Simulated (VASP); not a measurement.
Write the native input for VASP 6.6.1 that does the following.

```
Task                   : single point
Functional             : PBE
Potentials or basis    : VASP PAW PBE potentials, release 64 (Au)
Cutoff                 : 520 eV
k mesh                 : 22 × 22 × 22
Occupations            : gaussian, width 0.15 eV
Spin                   : no spin polarisation
Dipole correction      : no
Further INCAR settings : ALGO = Fast; EDIFF = 1e-06; NBANDS = 12
```

The structure of Au lies in POSCAR:

```
Au
1.0
    0.0000000000      1.8742104990      2.4364736487
    1.8742104990      0.0000000000      2.4364736487
    1.8742104990      1.8742104990      0.0000000000
Au
1
Direct
    0.0000000000      0.0000000000      0.0000000000
```

This cell differs from its parent crystal: ratio of the length along z to the lengths across it x 1.3, volume and fractional coordinates fixed.

One way to write it, as run:

INCAR

```
SYSTEM = Au
PREC = Accurate
ENCUT = 520
EDIFF = 1E-6
ISMEAR = 0
SIGMA = 0.15
LREAL = .False.
LASPH = .True.
NELM = 80
ALGO = Fast
ISIF = 2
LWAVE = .False.
LCHARG = .False.
GGA = PE
NBANDS = 12
```

KPOINTS

```
Automatic mesh
0
Gamma
  22 22 22
  0 0 0
```

Potentials or basis: VASP PAW PBE potentials, release 64 (Au).

Command:

```sh
$ cat potpaw_PBE.64/Au/POTCAR > POTCAR
$ mpirun -np 1 vasp_std > vasp.out
```

It gave:

```
Pressure               : 14.6 GPa
Band gap on the k mesh : zero (an odd number of electrons rules out a gap without spin polarisation)
```

Caveat: the stress differs along the axes, from -1 to 22 GPa; spin-orbit coupling is left out, which moves the levels of the heavy elements.

Run time: 58 s on 1 thread of Intel(R) Xeon(R) 6975P-C (Granite Rapids), on a shared host, peak memory 0.27 GiB.
